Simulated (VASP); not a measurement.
# SiTe2 (Fm-3m) in VASP: further runs, part 2 of 2

VASP 6.6.1. Earlier steps stand in the parts before.

**4. Relaxation of cell and atoms, LDA, target pressure 15 GPa, at which the enthalpy is minimised**

This run uses another cell than the first one, of 25.63 Å³/atom.

Contents of INCAR:

```
SYSTEM = SiTe2
PREC = Accurate
ENCUT = 500
EDIFF = 1E-7
ISMEAR = -1
SIGMA = 0.02
LREAL = .False.
LASPH = .True.
NELM = 120
ALGO = Normal
ISIF = 3
LWAVE = .False.
LCHARG = .False.
GGA = CA
IBRION = 2
NSW = 80
EDIFFG = -0.03
PSTRESS = 150.0
GGA_COMPAT = .False.
NELMIN = 4
```

Contents of KPOINTS:

```
Automatic mesh
0
Gamma
  4 4 4
  0 0 0
```

Contents of POSCAR:

```
SiTe2
1.0
    0.0000000000      3.3750000000      3.3750000000
    3.3750000000      0.0000000000      3.3750000000
    3.3750000000      3.3750000000      0.0000000000
Si Te
1 2
Direct
    0.0000000000      0.0000000000      0.0000000000
    0.2500000000      0.2500000000      0.2500000000
    0.7500000000      0.7500000000      0.7500000000
```

Potentials or basis: VASP PAW LDA potentials, release 64 (Si, Te).

Run with:

```bash
cat potpaw_LDA.64/Si/POTCAR potpaw_LDA.64/Te/POTCAR > POTCAR
mpirun -np 1 vasp_std > vasp.out
```

OUTCAR:

```text
SYSTEM = SiTe2
   PREC = Accurate
   ENCUT = 500
   EDIFF = 1E-7
   ISMEAR = -1
   LREAL = .False.
   LASPH = .True.
   NELM = 120
   ISIF = 3
   GGA = CA
   IBRION = 2
   NSW = 80
   EDIFFG = -0.03
   PSTRESS = 150.0
   NELMIN = 4

 ion  position               nearest neighbor table
   1  0.000  0.000  0.000-   3 2.92   3 2.92   3 2.92   2 2.92   3 2.92   2 2.92   2 2.92   2 2.92

   2  0.250  0.250  0.250-   1 2.92   1 2.92   1 2.92   1 2.92   3 3.38   3 3.38   3 3.38   3 3.38
                             3 3.38   3 3.38
   3  0.750  0.750  0.750-   1 2.92   1 2.92   1 2.92   1 2.92   2 3.38   2 3.38   2 3.38   2 3.38
                             2 3.38   2 3.38

  LATTYP: Found a face centered cubic cell.
 ALAT       =     6.7500000000

  Lattice vectors:

 A1 = (   0.0000000000,   3.3750000000,   3.3750000000)
 A2 = (   3.3750000000,   0.0000000000,   3.3750000000)
 A3 = (   3.3750000000,   3.3750000000,   0.0000000000)

[... 171 lines left out ...]
      1      -6.5866      2.00000
      2      -1.8542      2.00000
      3       3.3423      2.00000
      4       3.8108      2.00000
      5       3.8108      2.00000
      6       3.8108      2.00000
      7       5.3849      2.00000
      8       5.3849      2.00000
      9       5.3849      2.00000
     10       8.9121      0.00000
     11       8.9121      0.00000
     12       8.9121      0.00000
[... 219 lines left out ...]
--------------------------------------- Ionic step        4  -------------------------------------------

 number of electron      15.9999999 magnetization

 Free energy of the ion-electron system (eV)
  ---------------------------------------------------
  ext. energy  EPLUGINS =         0.00000000
  ---------------------------------------------------
  free energy    TOTEN  =       -11.87016566 eV

  energy without entropy =      -11.86492405  energy(sigma->0) =      -11.86754486

 E-fermi :  10.1481     XC(G=0): -10.6924

 val. band max:       10.1442828653   @ k =   0.2500   0.0000   0.0000
 cond. band min:      10.2207316926   @ k =   0.5000   0.2500   0.0000
 fundamental gap:      0.0764488274
 Fermi energy:        10.1481018799

 k-point     1 :       0.0000    0.0000    0.0000
  band No.  band energies     occupation
      1      -5.7418      2.00000
      2       0.6675      2.00000
      3       5.3278      2.00000
      4       5.3278      2.00000
      5       5.3278      2.00000
      6       6.2846      2.00000
      7       7.1580      2.00000
      8       7.1580      2.00000
      9       7.1580      2.00000
     10      11.0890      0.00000
     11      11.0890      0.00000
     12      11.0890      0.00000
[... 137 lines left out ...]
  energy  without entropy=      -11.8649240510  energy(sigma->0) =      -11.86754486

  enthalpy is  TOTEN    =        -5.7412794807 eV   P V=        6.1288861832

 reached required accuracy - stopping structural energy minimisation
```

OSZICAR:

```text
N       E                     dE             d eps       ncg     rms          rms(c)
DAV:   1     0.567438644144E+02    0.56744E+02   -0.59260E+03   192   0.103E+03
DAV:   2    -0.817063953770E+01   -0.64915E+02   -0.59589E+02   248   0.148E+02
DAV:   3    -0.123741105638E+02   -0.42035E+01   -0.41484E+01   244   0.411E+01
[... 37 lines left out ...]
DAV:   3    -0.118701889227E+02    0.24627E-03   -0.43967E-04   200   0.113E-01    0.857E-02
DAV:   4    -0.118701716337E+02    0.17289E-04   -0.22503E-05   244   0.297E-02    0.925E-02
DAV:   5    -0.118701658461E+02    0.57876E-05   -0.72494E-06   204   0.156E-02    0.292E-02
DAV:   6    -0.118701656776E+02    0.16851E-06   -0.68701E-07   196   0.554E-03    0.688E-03
DAV:   7    -0.118701656639E+02    0.13718E-07   -0.16266E-08    96   0.104E-03
   4 F= -.57412795E+01 E0= -.57386587E+01  d E =-.558523E+00
```

Run time: 20 s. Hardware: 1 thread of Intel Xeon Platinum 8488C (Sapphire Rapids), shared host; peak memory 0.18 GiB.

What came out:

| Quantity | Value |
| --- | --- |
| Free energy | -11.8702 eV |
| Relaxed volume | 21.82 Å³/atom |
| Relaxed cell | a = 4.524 Å, b = 4.524 Å, c = 4.524 Å, α = 60.00°, β = 60.00°, γ = 60.00° |
| Space group after relaxing (to 0.1 Å) | Fm-3m (No. 225) |
| Energy change on relaxing (the run minimises the enthalpy) | +170.3 meV/atom |
| Ionic steps | 4 |
| Pressure after relaxing | 14.9 GPa |
| Band gap on the k mesh | zero (bands 8 and 9 overlap by 3.57 eV) |

The path:
| step | energy change (eV) | largest force (eV/Å) | pressure (GPa) | volume (Å³) |
| --- | --- | --- | --- | --- |
| 1 | 0.0000 | 0.0000 | 1.25 | 76.89 |
| 2 | 2.2761 | 0.0000 | 41.79 | 54.92 |
| 3 | 0.4773 | 0.0000 | 14.26 | 65.83 |
| 4 | 0.5109 | 0.0000 | 14.90 | 65.46 |

Final structure:
```xyz
3
Lattice="0.0000 3.1988 3.1988 3.1988 0.0000 3.1988 3.1988 3.1988 0.0000" Properties=species:S:1:pos:R:3 pbc="T T T"
Si    3.1988    0.0000    3.1988
Te    1.5994    1.5994    1.5994
Te    4.7982    4.7982    4.7982
```

Levels at points of the mesh, in eV from the Fermi level:
```
           k point  band 4  band 5  band 6  band 7  band 8  band 9  band 10  band 11  band 12
(0.00, 0.00, 0.00)   -4.82   -4.82   -3.86   -2.99   -2.99   -2.99     0.94     0.94     0.94
(0.50, 0.00, 0.00)   -5.13   -5.13   -3.74   -3.74   -3.39    1.50     2.91     2.91     3.84
(0.50, 0.50, 0.00)   -7.14   -7.14   -3.42    0.58    0.58    2.44     2.47     3.83     3.83
```

Caveat: the k points lie up to 0.43 Å⁻¹ apart in the final cell, too coarse for converged energies and pressures of a metal; the cell is relaxed towards a set pressure, so the run minimises the enthalpy, not the energy; spin-orbit coupling is left out, which moves the levels of the heavy elements.

**5. Relaxation of cell and atoms, LDA, target pressure 30 GPa, at which the enthalpy is minimised**

This run uses another cell than the first one, of 25.63 Å³/atom.

Contents of INCAR:

```
SYSTEM = SiTe2
  PREC = Accurate
  ENCUT = 500
  EDIFF = 1E-7
  ISMEAR = -1
  SIGMA = 0.02
  LREAL = .False.
  LASPH = .True.
  NELM = 120
  ALGO = Normal
  ISIF = 3
  LWAVE = .False.
  LCHARG = .False.
  GGA = CA
  IBRION = 2
  NSW = 80
  EDIFFG = -0.03
  PSTRESS = 300.0
  GGA_COMPAT = .False.
  NELMIN = 4
```

KPOINTS is that of step 4.

POSCAR is that of step 4.

Potentials or basis: VASP PAW LDA potentials, release 64 (Si, Te).

Run with:

```bash
cat potpaw_LDA.64/Si/POTCAR potpaw_LDA.64/Te/POTCAR > POTCAR
mpirun -np 1 vasp_std > vasp.out
```

OUTCAR:

```text
SYSTEM = SiTe2
   PREC = Accurate
   ENCUT = 500
   EDIFF = 1E-7
   ISMEAR = -1
   LREAL = .False.
   LASPH = .True.
   NELM = 120
   ISIF = 3
   GGA = CA
   IBRION = 2
   NSW = 80
   EDIFFG = -0.03
   PSTRESS = 300.0
   NELMIN = 4

 ion  position               nearest neighbor table
   1  0.000  0.000  0.000-   3 2.92   3 2.92   3 2.92   2 2.92   3 2.92   2 2.92   2 2.92   2 2.92

   2  0.250  0.250  0.250-   1 2.92   1 2.92   1 2.92   1 2.92   3 3.38   3 3.38   3 3.38   3 3.38
                             3 3.38   3 3.38
   3  0.750  0.750  0.750-   1 2.92   1 2.92   1 2.92   1 2.92   2 3.38   2 3.38   2 3.38   2 3.38
                             2 3.38   2 3.38

  LATTYP: Found a face centered cubic cell.
 ALAT       =     6.7500000000

  Lattice vectors:

 A1 = (   0.0000000000,   3.3750000000,   3.3750000000)
 A2 = (   3.3750000000,   0.0000000000,   3.3750000000)
 A3 = (   3.3750000000,   3.3750000000,   0.0000000000)

Analysis of symmetry for initial positions (statically):
=====================================================================
 Subroutine PRICEL returns:
 Original cell was already a primitive cell.

 Routine SETGRP: Setting up the symmetry group for a
 face centered cubic supercell.

 Subroutine GETGRP returns: Found 48 space group operations
 (whereof 48 operations were pure point group operations)
 out of a pool of 48 trial point group operations.

The static configuration has the point symmetry O_h .

Analysis of symmetry for dynamics (positions and initial velocities):
=====================================================================
 Subroutine PRICEL returns:
 Original cell was already a primitive cell.

 Routine SETGRP: Setting up the symmetry group for a
 face centered cubic supercell.

 Subroutine GETGRP returns: Found 48 space group operations
 (whereof 48 operations were pure point group operations)
 out of a pool of 48 trial point group operations.

The dynamic configuration has the point symmetry O_h .

 Subroutine INISYM returns: Found 48 space group operations
 (whereof 48 operations are pure point group operations),
 and found     1 'primitive' translations

[... 91 lines left out ...]
   NUPDOWN=      -1.0000    fix difference up-down
   EMIN   =  10.00;   EMAX   =-10.00  energy-range for DOS
   EFERMI =   0.00;   METHOD = LEGACY
   ISMEAR =    -1;   SIGMA  =   0.02  broadening in eV -4-tet -1-fermi 0-gaus
   EFERMI_NEDOS =   21; number of points for ismear=-14 and -15
   IALGO  =     38    algorithm
   IMIX   =      4    mixing-type and parameters
     AMIX     =   0.40;   BMIX     =  1.00
     AMIX_MAG =   1.60;   BMIX_MAG =  1.00
  volume/ion in A,a.u.               =      25.63       172.95
  Fermi-wavevector in a.u.,A,eV,Ry     =   0.970132  1.833285 12.805219  0.941157
  Thomas-Fermi vector in A             =   2.100242
   LORBIT       =      0    0 simple, 1 ext, 2 COOP (PROOUT), +10 PAW based schemes
   GGA     = CA    functional components
   LHFCALC =     F    Hartree Fock is set to
   AEXX    =    0.0000 exact exchange contribution
   IVDW    =     0    specifies the selected vdW correction
   LEPSILON=     F    determine dielectric tensor
   LRPA    =     F    only Hartree local field effects (RPA)
 conjugate gradient relaxation of ions
 non-spin polarized calculation
  energy-cutoff  :      500.00
  volume of cell :       76.89
 maximum number of plane-waves:      1964
 NGX is ok and might be reduce to    36
   NGX = 17   NGY = 17   NGZ = 17

--------------------------------------- Ionic step        1  -------------------------------------------

 number of electron      15.9999999 magnetization

 Free energy of the ion-electron system (eV)
  ---------------------------------------------------
  ext. energy  EPLUGINS =         0.00000000
  ---------------------------------------------------
  free energy    TOTEN  =       -12.38109021 eV

  energy without entropy =      -12.37328145  energy(sigma->0) =      -12.37718583

 E-fermi :   7.6960     XC(G=0): -10.0003

 val. band max:        7.2487950521   @ k =  -0.2500   0.2500   0.0000
 cond. band min:       7.7081304802   @ k =   0.2500   0.0000   0.0000
 fundamental gap:      0.4593354281
 Fermi energy:         7.6960039811

 k-point     1 :       0.0000    0.0000    0.0000
  band No.  band energies     occupation
      1      -6.5866      2.00000
      2      -1.8542      2.00000
      3       3.3423      2.00000
      4       3.8108      2.00000
      5       3.8108      2.00000
      6       3.8108      2.00000
      7       5.3849      2.00000
      8       5.3849      2.00000
      9       5.3849      2.00000
     10       8.9121      0.00000
     11       8.9121      0.00000
     12       8.9121      0.00000
[... 258 lines left out ...]
--------------------------------------- Ionic step        5  -------------------------------------------

 number of electron      16.0000000 magnetization

 Free energy of the ion-electron system (eV)
  ---------------------------------------------------
  ext. energy  EPLUGINS =         0.00000000
  ---------------------------------------------------
  free energy    TOTEN  =       -10.96934891 eV

  energy without entropy =      -10.96557963  energy(sigma->0) =      -10.96746427

 E-fermi :  11.9248     XC(G=0): -11.1647

 val. band max:       11.9159948348   @ k =   0.2500   0.0000   0.0000
 cond. band min:      12.0004328809   @ k =  -0.2500   0.5000   0.2500
 fundamental gap:      0.0844380461
 Fermi energy:        11.9247644173

 k-point     1 :       0.0000    0.0000    0.0000
  band No.  band energies     occupation
      1      -5.1336      2.00000
      2       2.6045      2.00000
      3       6.4660      2.00000
      4       6.4660      2.00000
      5       6.4660      2.00000
      6       8.4571      2.00000
      7       8.4744      2.00000
      8       8.4744      2.00000
      9       8.4744      2.00000
     10      12.6905      0.00000
     11      12.6905      0.00000
     12      12.6905      0.00000
[... 137 lines left out ...]
  energy  without entropy=      -10.9655796289  energy(sigma->0) =      -10.96746427

  enthalpy is  TOTEN    =         0.0496061750 eV   P V=       11.0189550877

 reached required accuracy - stopping structural energy minimisation
```

CONTCAR:

```text
SiTe2
   1.00000000000000
     0.0000000000000000    3.0872129097205914    3.0872129097205914
     3.0872129097205914    0.0000000000000000    3.0872129097205914
     3.0872129097205914    3.0872129097205914    0.0000000000000000
  Si              Te
     1     2
Direct
     0.0000000000000000    0.0000000000000000    0.0000000000000000
     0.2500000000000000    0.2500000000000000    0.2500000000000000
     0.7500000000000000    0.7500000000000000    0.7500000000000000

  0.00000000E+00  0.00000000E+00  0.00000000E+00
  0.00000000E+00  0.00000000E+00  0.00000000E+00
  0.00000000E+00  0.00000000E+00  0.00000000E+00
```

It took 28 s on 1 thread of Intel Xeon Platinum 8488C (Sapphire Rapids), shared host; peak memory 0.18 GiB.

What came out:

```yaml
Free_energy: -10.9693 eV
Relaxed_volume: 19.62 Å³/atom
Relaxed_cell: a = 4.366 Å, b = 4.366 Å, c = 4.366 Å, α = 60.00°, β = 60.00°, γ = 60.00°
Space_group_after_relaxing_to_0.1_Å: Fm-3m (No. 225)
Energy_change_on_relaxing_the_run_minimises_the_enthalpy: +470.6 meV/atom
Ionic_steps: 5
Pressure_after_relaxing: 30.0 GPa
Band_gap_on_the_k_mesh: zero (bands 8 and 9 overlap by 4.10 eV)
```

Step by step:
| step | energy change (eV) | largest force (eV/Å) | pressure (GPa) | volume (Å³) |
| --- | --- | --- | --- | --- |
| 1 | 0.0000 | 0.0000 | 1.25 | 76.89 |
| 2 | 15.3641 | 0.0000 | 234.28 | 36.23 |
| 3 | 1.0224 | 0.0000 | 23.80 | 61.17 |
| 4 | 1.2499 | 0.0000 | 27.48 | 59.75 |
| 5 | 1.4117 | 0.0000 | 30.00 | 58.85 |

Final structure:
```
Si Te
1.0
     0.00000    3.08721    3.08721
     3.08721    0.00000    3.08721
     3.08721    3.08721    0.00000
Si Te
1 2
Cartesian
  0.0000 0.0000 0.0000
  1.5436 1.5436 1.5436
  4.6308 4.6308 4.6308
```

Levels at points of the mesh, in eV from the Fermi level:
```csv
k point,band 4,band 5,band 6,band 7,band 8,band 9,band 10,band 11,band 12
"(0.00, 0.00, 0.00)",-5.46,-5.46,-3.47,-3.45,-3.45,-3.45,0.77,0.77,0.77
"(0.50, 0.00, 0.00)",-5.79,-5.79,-4.31,-4.31,-3.54,1.98,2.95,2.95,3.85
"(0.50, 0.50, 0.00)",-8.03,-8.03,-3.90,0.65,0.65,2.94,2.96,4.00,4.00
```

Caveat: the k points lie up to 0.44 Å⁻¹ apart in the final cell, too coarse for converged energies and pressures of a metal; the cell is relaxed towards a set pressure, so the run minimises the enthalpy, not the energy; the volume moved by over 15 % at a fixed basis, so the end points are rough; spin-orbit coupling is left out, which moves the levels of the heavy elements.

**6. Relaxation of cell and atoms, LDA, target pressure 45 GPa, at which the enthalpy is minimised**

This run uses another cell than the first one, of 25.63 Å³/atom.

Contents of INCAR:

```
  ALGO = Normal
  EDIFF = 1E-7
  EDIFFG = -0.03
  ENCUT = 500
  GGA_COMPAT = F
  IBRION = 2
  ISIF = 3
  ISMEAR = -1
  LASPH = T
  LCHARG = F
  LREAL = F
  LWAVE = F
  NELM = 120
  NELMIN = 4
  NSW = 80
  PREC = Accurate
  PSTRESS = 450.0
  SIGMA = 0.02
```

Contents of KPOINTS:

```
k-points
0
Gamma
  4 4 4
```

POSCAR is that of step 5.

Potentials or basis: VASP PAW LDA potentials, release 64 (Si, Te).

Run with:

```bash
cat potpaw_LDA.64/Si/POTCAR potpaw_LDA.64/Te/POTCAR > POTCAR
mpirun -np 1 vasp_std > vasp.out
```

It took 57 s on 1 thread of Intel Xeon Platinum 8488C (Sapphire Rapids), shared host; peak memory 0.19 GiB.

The run converged. Its results:

```yaml
Free_energy: -9.9018 eV
Relaxed_volume: 18.06 Å³/atom
Relaxed_cell: a = 4.247 Å, b = 4.247 Å, c = 4.247 Å, α = 60.00°, β = 60.00°, γ = 60.00°
Space_group_after_relaxing_to_0.1_Å: Fm-3m (No. 225)
Energy_change_on_relaxing_the_run_minimises_the_enthalpy: +826.4 meV/atom
Ionic_steps: 17
Pressure_after_relaxing: 44.9 GPa
Band_gap_on_the_k_mesh: zero (bands 8 and 9 overlap by 3.83 eV)
```

Step by step:
| step | energy change (eV) | largest force (eV/Å) | pressure (GPa) | volume (Å³) |
| --- | --- | --- | --- | --- |
| 1 | 0.0000 | 0.0000 | 1.25 | 76.89 |
| 2 | 63.2135 | 0.0000 | 1133.90 | 22.35 |
| 3 | 1.2025 | 0.0000 | 26.72 | 60.03 |
| 4 | 1.6014 | 0.0000 | 32.46 | 57.88 |
| 5 | 2.5478 | 0.0000 | 46.00 | 53.93 |
| 6 | 2.4332 | 0.0000 | 44.23 | 54.34 |
| 7 | 2.4353 | 0.0000 | 44.26 | 54.33 |
| 8 | 2.4414 | 0.0000 | 44.35 | 54.31 |
| 9 | 2.4415 | 0.0000 | 44.36 | 54.31 |
| 10 | 2.4416 | 0.0000 | 44.36 | 54.30 |
| 11 | 2.4419 | 0.0000 | 44.36 | 54.30 |
| 12 | 2.4425 | 0.0000 | 44.37 | 54.30 |
| 13 | 2.4437 | 0.0000 | 44.39 | 54.30 |
| 14 | 2.4460 | 0.0000 | 44.43 | 54.29 |
| 15 | 2.4508 | 0.0000 | 44.50 | 54.27 |
| 16 | 2.4602 | 0.0000 | 44.65 | 54.24 |
| 17 | 2.4793 | 0.0000 | 44.94 | 54.17 |

Final structure:
```cif
data_structure
_symmetry_space_group_name_H-M 'P 1'
_symmetry_Int_Tables_number 1
_cell_length_a 4.2471
_cell_length_b 4.2471
_cell_length_c 4.2471
_cell_angle_alpha 60.000
_cell_angle_beta 60.000
_cell_angle_gamma 60.000
_cell_volume 54.17
loop_
_atom_site_label
_atom_site_type_symbol
_atom_site_fract_x
_atom_site_fract_y
_atom_site_fract_z
_atom_site_occupancy
Si1 Si 0.00000 0.00000 0.00000 1
Te1 Te 0.25000 0.25000 0.25000 1
Te2 Te 0.75000 0.75000 0.75000 1
```

Levels at points of the mesh, in eV from the Fermi level:
```tsv
k point	band 5	band 6	band 7	band 8	band 9	band 10	band 11	band 12
(0.00, 0.00, 0.00)	-5.72	-3.55	-3.55	-3.55	-2.87	0.88	0.88	0.88
(0.50, 0.00, 0.00)	-6.05	-4.50	-4.50	-3.36	2.68	3.26	3.26	4.13
(0.50, 0.50, 0.00)	-8.48	-4.04	0.97	0.97	3.65	3.70	4.41	4.41
```

Caveat: the k points lie up to 0.45 Å⁻¹ apart in the final cell, too coarse for converged energies and pressures of a metal; the cell is relaxed towards a set pressure, so the run minimises the enthalpy, not the energy; the volume moved by over 15 % at a fixed basis, so the end points are rough; spin-orbit coupling is left out, which moves the levels of the heavy elements.

**7. Summary**

```tsv
task	cell	gap on the mesh (eV)	pressure (GPa)
single point	a = 4.807 Å, angles 60.0°, 3 atoms	none	0.0
relaxation of cell and atoms	relaxed from a = 4.773 Å, angles 60.0°, 3 atoms	none	0.0
relaxation of cell and atoms	relaxed to 15 GPa from a = 4.773 Å, angles 60.0°, 3 atoms	none	14.9
relaxation of cell and atoms	relaxed to 30 GPa from a = 4.773 Å, angles 60.0°, 3 atoms	none	30.0
relaxation of cell and atoms	relaxed to 45 GPa from a = 4.773 Å, angles 60.0°, 3 atoms	none	44.9
```

Alike in all rows: level LDA; potentials or basis VASP PAW LDA potentials, release 64 (Si, Te); no spin polarisation; k mesh 4 × 4 × 4; cutoff (eV) 500; smearing fermi-dirac 0.02 eV.

Caveats: all runs use coarse meshes; spin-orbit coupling is left out, which moves the levels of the heavy elements; the cell is relaxed towards a set pressure, so the run minimises the enthalpy, not the energy (at least some runs); the volume moved by over 15 % at a fixed basis, so the end points are rough (at least some runs).

Total energies depend on the potentials used, so only differences within one code and one set of settings carry meaning.
